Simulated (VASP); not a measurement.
# Ga3As2P in VASP: a series of runs, part 2 of 2

VASP 6.6.1. The steps go on from the part before.

## Step 5: Single point, PBE

Contents of INCAR:

```
  PREC = Accurate
  ENCUT = 520
  EDIFF = 1E-7
  ISMEAR = 0
  SIGMA = 0.02
  LREAL = F
  LASPH = T
  NELM = 80
  ALGO = Normal
  ISIF = 2
  LWAVE = F
  LCHARG = F
  GGA = PE
  NBANDS = 36
```

Contents of KPOINTS:

```
regular mesh
0
Gamma
  12 12 4
```

Contents of POSCAR:

```
Ga3As2P
1.0
    4.0049452093      0.0000000000      0.0000000000
   -2.0024726046      3.4683842920      0.0000000000
    0.0000000000      0.0000000000      9.8151662000
Ga P As
3 1 2
Direct
    0.0000000000      0.0000000000      0.9934220000
    0.3333333333      0.6666666667      0.6733740000
    0.6666666667      0.3333333333      0.3335100000
    0.3333333333      0.6666666667      0.9166650000
    0.6666666667      0.3333333333      0.5862710000
    0.0000000000      0.0000000000      0.2467580000
```

Potentials or basis: VASP PAW PBE potentials, release 64 (Ga_d, P, As).

Command:

```
cat potpaw_PBE.64/Ga_d/POTCAR potpaw_PBE.64/P/POTCAR potpaw_PBE.64/As/POTCAR > POTCAR
mpirun -np 1 vasp_std > vasp.out
```

OUTCAR:

```text
PREC = Accurate
   ENCUT = 520
   EDIFF = 1E-7
   ISMEAR = 0
   LREAL = F
   LASPH = T
   NELM = 80
   ISIF = 2
   GGA = PE

 ion  position               nearest neighbor table
   1  0.000  0.000  0.993-   4 2.43   4 2.43   4 2.43   6 2.49
   2  0.333  0.667  0.673-   4 2.39   5 2.47   5 2.47   5 2.47
   3  0.667  0.333  0.334-   6 2.46   6 2.46   6 2.46   5 2.48
   4  0.333  0.667  0.917-   2 2.39   1 2.43   1 2.43   1 2.43
   5  0.667  0.333  0.586-   2 2.47   2 2.47   2 2.47   3 2.48
   6  0.000  0.000  0.247-   3 2.46   3 2.46   3 2.46   1 2.49

  LATTYP: Found a hexagonal cell.
 ALAT       =     4.0049452093
 C/A-ratio  =     2.4507616677

  Lattice vectors:

 A1 = (   4.0049452093,   0.0000000000,   0.0000000000)
 A2 = (  -2.0024726046,   3.4683842920,   0.0000000000)
 A3 = (   0.0000000000,   0.0000000000,   9.8151662000)

Analysis of symmetry for initial positions (statically):
=====================================================================
 Subroutine PRICEL returns:
 Original cell was already a primitive cell.

 Routine SETGRP: Setting up the symmetry group for a
 hexagonal supercell.

 Subroutine GETGRP returns: Found  6 space group operations
 (whereof  6 operations were pure point group operations)
 out of a pool of 24 trial point group operations.

The static configuration has the point symmetry C_3v.

Analysis of symmetry for dynamics (positions and initial velocities):
=====================================================================
 Subroutine PRICEL returns:
 Original cell was already a primitive cell.

 Routine SETGRP: Setting up the symmetry group for a
 hexagonal supercell.

 Subroutine GETGRP returns: Found  6 space group operations
 (whereof  6 operations were pure point group operations)
 out of a pool of 24 trial point group operations.

The dynamic configuration has the point symmetry C_3v.

 Subroutine INISYM returns: Found  6 space group operations
 (whereof  6 operations are pure point group operations),
[... 127 lines left out ...]
  Thomas-Fermi vector in A             =   2.338048
   LORBIT       =      0    0 simple, 1 ext, 2 COOP (PROOUT), +10 PAW based schemes
   GGA     = PE    functional components
   LHFCALC =     F    Hartree Fock is set to
   AEXX    =    0.0000 exact exchange contribution
   IVDW    =     0    specifies the selected vdW correction
   LEPSILON=     F    determine dielectric tensor
   LRPA    =     F    only Hartree local field effects (RPA)
 non-spin polarized calculation
 Gauss-broadening in eV      SIGMA  =   0.02
  energy-cutoff  :      520.00
  volume of cell :      136.34
 maximum number of plane-waves:      3715
 NGX is ok and might be reduce to    30
   NGX = 15   NGY = 15   NGZ = 37

 number of electron      53.9999970 magnetization

 Free energy of the ion-electron system (eV)
  ---------------------------------------------------
  ext. energy  EPLUGINS =         0.00000000
  ---------------------------------------------------
  free energy    TOTEN  =       -25.62130978 eV

  energy without entropy =      -25.62130978  energy(sigma->0) =      -25.62130978

 E-fermi :   3.9356     XC(G=0):  -9.4812

 val. band max:        3.8413813745   @ k =   0.0000   0.0000   0.0000
 cond. band min:       4.3630242208   @ k =   0.0000   0.0000   0.0000
 fundamental gap:      0.5216428463
 Fermi energy:         3.9356175719

 k-point     1 :       0.0000    0.0000    0.0000
  band No.  band energies     occupation
      1     -11.0341      2.00000
      2     -10.9826      2.00000
      3     -10.9826      2.00000
      4     -10.9224      2.00000
      5     -10.9224      2.00000
      6     -10.9019      2.00000
[... 925 lines left out ...]
     35       8.8527      0.00000
     36       8.8624      0.00000

 [... further k-points ...]

------------------------ aborting loop because EDIFF is reached ----------------------------------------

  FORCE on cell =-STRESS in cart. coord.  units (eV):
  Direction    XX          YY          ZZ          XY          YZ          ZX
  --------------------------------------------------------------------------------------
  -------------------------------------------------------------------------------------
  Total        0.0979978      0.0979978      0.1081259      0.0000000     -0.0000000      0.0000000
  in kB        1.1516099      1.1516099      1.2706292      0.0000000     -0.0000000      0.0000000
  external PRESSURE =       1.1912830 kB  Pullay stress =       0.0000000 kB

 VOLUME and BASIS-vectors are now :
 -----------------------------------------------------------------------------
  energy-cutoff  :      520.00
  volume of cell :      136.34
      direct lattice vectors                 reciprocal lattice vectors
     4.004945209  0.000000000  0.000000000     0.249691306  0.144159343  0.000000000
    -2.002472605  3.468384292  0.000000000     0.000000000  0.288318686  0.000000000
     0.000000000  0.000000000  9.815166200     0.000000000  0.000000000  0.101883145

 POSITION                                       TOTAL-FORCE (eV/Angst)
 -----------------------------------------------------------------------------------
      0.00000      0.00000      9.75060        -0.000000      0.000000     -0.012831
     -0.00000      2.31226      6.60928         0.000000     -0.000000      0.010011
      2.00247      1.15613      3.27346         0.000000     -0.000000     -0.001586
     -0.00000      2.31226      8.99722        -0.000000     -0.000000      0.001040
      2.00247      1.15613      5.75435        -0.000000     -0.000000      0.002490
      0.00000      0.00000      2.42197        -0.000000     -0.000000      0.000876
 -----------------------------------------------------------------------------------
    total drift:                                0.000005     -0.000003     -0.000278

  FREE ENERGIE OF THE ION-ELECTRON SYSTEM (eV)
  ---------------------------------------------------
  free  energy   TOTEN  =       -25.6213097807 eV

  energy  without entropy=      -25.6213097807  energy(sigma->0) =      -25.62130978
```

OSZICAR:

```text
N       E                     dE             d eps       ncg     rms          rms(c)
DAV:   1     0.424152611772E+03    0.42415E+03   -0.25120E+04  5248   0.213E+03
DAV:   2     0.355291942430E+02   -0.38862E+03   -0.37413E+03  5336   0.513E+02
DAV:   3    -0.231596157646E+02   -0.58689E+02   -0.57361E+02  5760   0.151E+02
DAV:   4    -0.261030914228E+02   -0.29435E+01   -0.29253E+01  6136   0.341E+01
DAV:   5    -0.261779527467E+02   -0.74861E-01   -0.74736E-01  6160   0.532E+00    0.567E+00
DAV:   6    -0.256688697155E+02    0.50908E+00   -0.90472E-01  6976   0.119E+01    0.328E+00
DAV:   7    -0.256193257342E+02    0.49544E-01   -0.47785E-01  5728   0.348E+00    0.119E+00
DAV:   8    -0.256209838407E+02   -0.16581E-02   -0.92177E-02  6380   0.375E+00    0.192E-01
DAV:   9    -0.256206693889E+02    0.31445E-03   -0.12215E-02  6620   0.197E+00    0.117E-01
DAV:  10    -0.256209211427E+02   -0.25175E-03   -0.19311E-03  5772   0.635E-01    0.722E-02
DAV:  11    -0.256212651969E+02   -0.34405E-03   -0.70043E-04  5548   0.292E-01    0.234E-02
DAV:  12    -0.256212943096E+02   -0.29113E-04   -0.14364E-04  6472   0.213E-01    0.127E-02
DAV:  13    -0.256213059996E+02   -0.11690E-04   -0.44563E-05  6292   0.467E-02    0.761E-03
DAV:  14    -0.256213094079E+02   -0.34082E-05   -0.68796E-06  5640   0.391E-02    0.166E-03
DAV:  15    -0.256213097228E+02   -0.31494E-06   -0.15878E-06  6220   0.126E-02    0.111E-03
DAV:  16    -0.256213097807E+02   -0.57937E-07   -0.17213E-07  4312   0.404E-03
   1 F= -.25621310E+02 E0= -.25621310E+02  d E =-.893500E-14
```

Wall time 3.5 min (1 thread of AMD EPYC 9R45 (Zen 5), shared host); peak memory 0.42 GiB.

Results:

- Free energy: -25.6213 eV
- Pressure: 0.1 GPa
- Largest force: 0.013 eV/Å
- Band gap on the k mesh: 0.52 eV

Forces on the atoms (eV/Å):
```
Ga   0.000  0.000 -0.013
Ga   0.000  0.000  0.010
Ga   0.000  0.000 -0.002
P    0.000  0.000  0.001
As   0.000  0.000  0.002
As   0.000  0.000  0.001
```

Caveat: semilocal functionals underestimate gaps, and a narrow one can read as zero. A k mesh can miss the band edges.

## Step 6: The runs side by side

```tsv
cell	k mesh	smearing	gap on the mesh (eV)	pressure (GPa)	largest force (eV/Å)
a = 4.005, b = 4.005, c = 9.815 Å, angles 90.0, 90.0, 120.0°, 6 atoms, atomic positions A	6 × 6 × 2	gaussian 0.1 eV	0.52	0.1	0.01
a = 4.026, b = 6.905, c = 9.791 Å, angles 89.7, 90.0, 90.0°, 12 atoms, atomic positions B	4 × 2 × 2	gaussian 0.1 eV	0.51	0.2	0.02
a = 4.005, b = 6.937, c = 9.815 Å, 12 atoms, atomic positions C	4 × 2 × 2	gaussian 0.1 eV	0.52	0.1	0.04
a = 4.005, b = 4.005, c = 9.815 Å, angles 90.0, 90.0, 120.0°, 6 atoms, atomic positions A	12 × 12 × 4	gaussian 0.02 eV	0.52	0.1	0.01
```

Alike in all rows: task single point; level PBE; potentials or basis VASP PAW PBE potentials, release 64 (Ga_d, P, As); no spin polarisation; cutoff (eV) 520.

Caveats: some runs use coarse meshes; semilocal functionals underestimate gaps, and a narrow one can read as zero.

Absolute energies hang on the potentials; compare differences alone.
